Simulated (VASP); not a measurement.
Crystal: TiC.

```
Ti C
1.0
     0.00000    2.16572    2.16572
     2.16572    0.00000    2.16572
     2.16572    2.16572    0.00000
Ti C
1 1
Direct
  0.00000 0.00000 0.00000
  0.50000 0.50000 0.50000
```

| Item | Value |
| --- | --- |
| Program | VASP 6.6.1 |
| Task | relaxation of cell and atoms |
| Functional | PBE |
| Dispersion | D4 |
| Potentials or basis | VASP PAW PBE potentials, release 64 (Ti_sv, C) |
| Cutoff | 600 eV |
| k mesh | 11 × 11 × 11 |
| Occupations | fermi-dirac, width 0.05 eV |
| Spin | no spin polarisation |

At the start: pressure -4.4 GPa; volume 10.16 Å³/atom.

**Question.** Where does the relaxation end?

**Answer.** Over 3 steps the energy falls by 2.5 meV/atom and the volume is 9.98 Å³/atom (-1.7 %); space group Fm-3m (No. 225, to 0.05 Å).

The path:
```csv
step,energy change (eV),largest force (eV/Å),pressure (GPa),volume (Å³)
1,0.0000,0.0000,-4.40,20.32
2,0.0036,0.0000,6.17,19.51
3,-0.0050,0.0000,-0.01,19.96
```

Final structure:
```xyz
2
Lattice="0.0000 2.1530 2.1530 2.1530 0.0000 2.1530 2.1530 2.1530 0.0000" Properties=species:S:1:pos:R:3 pbc="T T T"
Ti    0.0000    0.0000    0.0000
C     2.1530    2.1530    2.1530
```

Caveat: pairwise dispersion overbinds metals, which lowers pressure and volume.
